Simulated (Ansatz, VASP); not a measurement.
## One calculation of BeTe, two programs

```
Be Te
1.0
     0.00000    2.77406    2.77406
     2.77406    0.00000    2.77406
     2.77406    2.77406    0.00000
Be Te
1 1
Cartesian
  0.0000 0.0000 0.0000
  1.3870 1.3870 1.3870
```

Alike in both runs: task single point; functional PBE; k mesh 6 × 6 × 6; no spin polarisation.

```csv
,VASP,Ansatz
version,VASP 6.6.1,Ansatz 0.2.0
potentials or method,"VASP PAW PBE potentials, release 64 (Be, Te)","plane waves, PAW"
plane-wave cutoff (eV),600,420
occupations,"gaussian, width 0.01 eV",fixed
valence electrons in the cell,8,18
```

|  | VASP | Ansatz | Ansatz less VASP |
| --- | --- | --- | --- |
| gap on the k mesh at the Fermi level (eV) | 1.86 | 1.87 | +0.016 |
| pressure (GPa) | 4.2 | 4.0 | -0.17 |

VASP's potentials hold 8 valence electrons a cell and Ansatz's 18, so a difference there can come from the potentials and not from the codes.

Spin-orbit coupling is off throughout.
